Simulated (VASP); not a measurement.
# V (I4/mmm) in VASP: a series of runs, part 2 of 2

VASP 6.6.1. The steps go on from the part before.

**3. Electric field gradients, PBE, collinear spin, ferromagnetic start (equal xx and yy strain of +3 %)**

Contents of INCAR:

```
SYSTEM = V
PREC = Accurate ; ENCUT = 520
EDIFF = 1E-8 ; ISMEAR = -1
SIGMA = 0.03 ; LREAL = .FALSE.
LASPH = .TRUE. ; NELM = 150
ALGO = Normal ; ISIF = 2
LWAVE = .FALSE. ; LCHARG = .FALSE.
ISPIN = 2 ; MAGMOM = 1.5
LORBIT = 11 ; LMAXMIX = 4
GGA = PE ; LEFG = .TRUE.
NBANDS = 16
```

Contents of KPOINTS:

```
regular mesh
0
G
  19 19 19
  0 0 0
```

Contents of POSCAR:

```
V
1.0
   -1.5583900000      1.5583900000      1.5130000000
    1.5583900000     -1.5583900000      1.5130000000
    1.5583900000      1.5583900000     -1.5130000000
V
1
Direct
    0.0000000000      0.0000000000      0.0000000000
```

Potentials or basis: VASP PAW PBE potentials, release 64 (V_sv).

Command:

```sh
$ cat potpaw_PBE.64/V_sv/POTCAR > POTCAR
$ mpirun -np 1 vasp_std > vasp.out
```

OUTCAR:

```text
SYSTEM = V
   PREC = Accurate
   ENCUT = 520
   EDIFF = 1E-8
   ISMEAR = -1
   LREAL = .FALSE.
   LASPH = .TRUE.
   NELM = 150
   ISIF = 2
   ISPIN = 2
   LORBIT = 11
   GGA = PE

 ion  position               nearest neighbor table
   1  0.000  0.000  0.000-

  LATTYP: Found a body centered tetragonal cell.
 ALAT       =     3.1167800000
 C/A-ratio  =     0.9708737864

  Lattice vectors:

 A1 = (  -1.5583900000,   1.5583900000,   1.5130000000)
 A2 = (   1.5583900000,  -1.5583900000,   1.5130000000)
 A3 = (   1.5583900000,   1.5583900000,  -1.5130000000)

Analysis of symmetry for initial positions (statically):
=====================================================================
 Subroutine PRICEL returns:
 Original cell was already a primitive cell.

 Routine SETGRP: Setting up the symmetry group for a
 body centered tetragonal supercell.

 Subroutine GETGRP returns: Found 16 space group operations
 (whereof 16 operations were pure point group operations)
 out of a pool of 16 trial point group operations.

The static configuration has the point symmetry D_4h.

Analysis of symmetry for dynamics (positions and initial velocities):
=====================================================================
 Subroutine PRICEL returns:
 Original cell was already a primitive cell.

 Routine SETGRP: Setting up the symmetry group for a
 body centered tetragonal supercell.

 Subroutine GETGRP returns: Found 16 space group operations
 (whereof 16 operations were pure point group operations)
 out of a pool of 16 trial point group operations.

The dynamic configuration has the point symmetry D_4h.

[... 634 lines left out ...]
      5       2.2798      1.00000
      6       8.9083      0.00022
[... 435 lines left out ...]
      5       4.2100      1.00000
      6       8.3197      0.99999
[... 8 lines left out ...]
     15      34.2216      0.00000
     16      34.4713      0.00000

 [... further k-points ...]

------------------------ aborting loop because EDIFF is reached ----------------------------------------

  FORCE on cell =-STRESS in cart. coord.  units (eV):
  Direction    XX          YY          ZZ          XY          YZ          ZX
  --------------------------------------------------------------------------------------
  -------------------------------------------------------------------------------------
  Total       -1.3057593     -1.3057593     -1.0678376      0.0000000      0.0000000      0.0000000
  in kB     -142.3385319   -142.3385319   -116.4031007      0.0000000      0.0000000      0.0000000
  external PRESSURE =    -133.6933881 kB  Pullay stress =       0.0000000 kB

 VOLUME and BASIS-vectors are now :
 -----------------------------------------------------------------------------
  energy-cutoff  :      520.00
  volume of cell :       14.70
      direct lattice vectors                 reciprocal lattice vectors
    -1.558390000  1.558390000  1.513000000     0.000000000  0.320843948  0.330469266
     1.558390000 -1.558390000  1.513000000     0.320843948  0.000000000  0.330469266
     1.558390000  1.558390000 -1.513000000     0.320843948  0.320843948  0.000000000

 POSITION                                       TOTAL-FORCE (eV/Angst)
 -----------------------------------------------------------------------------------
      0.00000      0.00000      0.00000        -0.000000      0.000000     -0.000000
 -----------------------------------------------------------------------------------
    total drift:                                0.000000     -0.000000      0.000000

  FREE ENERGIE OF THE ION-ELECTRON SYSTEM (eV)
  ---------------------------------------------------
  free  energy   TOTEN  =        -8.9372122984 eV

  energy  without entropy=       -8.9310389882  energy(sigma->0) =       -8.93412564

 Electric field gradients (V/A^2)
---------------------------------------------------------------------
 ion       V_xx      V_yy      V_zz      V_xy      V_xz      V_yz
---------------------------------------------------------------------
   1       0.810     0.810    -1.620     0.001     0.001     0.001
---------------------------------------------------------------------

 Electric field gradients after diagonalization (V/A^2)
 (convention: |V_zz| > |V_xx| > |V_yy|)
----------------------------------------------------------------------
 ion       V_xx      V_yy      V_zz     asymmetry (V_yy - V_xx)/ V_zz
----------------------------------------------------------------------
   1       0.811     0.809    -1.620       0.002
----------------------------------------------------------------------

           NMR quadrupolar parameters

 Cq : quadrupolar parameter    Cq=e*Q*V_zz/h
 eta: asymmetry parameters     (V_yy - V_xx)/ V_zz
 Q  : nuclear electric quadrupole moment in mb (millibarn)
----------------------------------------------------------------------
 ion       Cq(MHz)       eta       Q (mb)
----------------------------------------------------------------------
   1      -0.004       0.002       1.000
----------------------------------------------------------------------

 total charge

# of ion       s       p       d       tot
------------------------------------------
    1        2.317   6.194   3.000  11.512

 magnetization (x)

# of ion       s       p       d       tot
------------------------------------------
    1        0.000   0.000   0.000   0.000
```

OSZICAR:

```text
N       E                     dE             d eps       ncg     rms          rms(c)
DAV:   1     0.942922010416E+02    0.94292E+02   -0.64982E+03 35512   0.879E+02
DAV:   2    -0.859722598196E+01   -0.10289E+03   -0.98787E+02 38672   0.270E+02
DAV:   3    -0.101615366900E+02   -0.15643E+01   -0.15620E+01 40096   0.364E+01
DAV:   4    -0.101681179400E+02   -0.65813E-02   -0.65812E-02 41664   0.249E+00
DAV:   5    -0.101681804670E+02   -0.62527E-04   -0.62527E-04 40536   0.227E-01    0.172E+01
DAV:   6    -0.892784167605E+01    0.12403E+01   -0.19235E+00 35864   0.229E+01    0.189E+00
DAV:   7    -0.893944426291E+01   -0.11603E-01   -0.91599E-02 38096   0.267E+00    0.132E+00
DAV:   8    -0.893728029148E+01    0.21640E-02   -0.54433E-03 40432   0.895E-01    0.846E-01
DAV:   9    -0.893677966086E+01    0.50063E-03   -0.16609E-03 40160   0.434E-01    0.130E-01
DAV:  10    -0.893711257702E+01   -0.33292E-03   -0.55082E-04 38592   0.214E-01    0.587E-02
DAV:  11    -0.893717891901E+01   -0.66342E-04   -0.80593E-05 41048   0.683E-02    0.273E-02
DAV:  12    -0.893720227122E+01   -0.23352E-04   -0.15766E-05 38864   0.275E-02    0.165E-02
DAV:  13    -0.893720677587E+01   -0.45047E-05   -0.13873E-06 41984   0.868E-03    0.114E-02
DAV:  14    -0.893721136067E+01   -0.45848E-05   -0.49868E-06 39360   0.118E-02    0.415E-03
DAV:  15    -0.893721221431E+01   -0.85364E-06   -0.15154E-06 41224   0.643E-03    0.937E-04
DAV:  16    -0.893721231669E+01   -0.10238E-06   -0.68435E-08 35960   0.237E-03    0.359E-04
DAV:  17    -0.893721230625E+01    0.10436E-07   -0.41768E-09 22736   0.544E-04    0.154E-04
DAV:  18    -0.893721229838E+01    0.78780E-08   -0.33492E-10 17888   0.210E-04
   1 F= -.89372123E+01 E0= -.89341256E+01  d E =-.617331E-02  mag=     0.0000
```

It took 6.6 min on 1 thread of Oxide Virtual Turin-like, shared host; peak memory 0.25 GiB.

Results:

```yaml
Free_energy: -8.9372 eV
Pressure: -13.4 GPa
Net_moment: 0.00 μB per cell
Largest_electric_field_gradient_by_atom: V -1.6 V/Å²
Valence_electrons_inside_the_program's_atomic_spheres: V 11.51
```

Electric field gradients, principal values (V/Å²):
```tsv
atom	least	middle	greatest (by size)
1 V	0.809	0.811	-1.620
```

Caveat: the cell differs from its parent crystal (equal xx and yy strain of +3 %); the cell stands under tension; the moments typed at the start vanished in this run; without QUAD_EFG the Cq values of the log hold for a quadrupole moment of 1 mb, not for the nuclei.
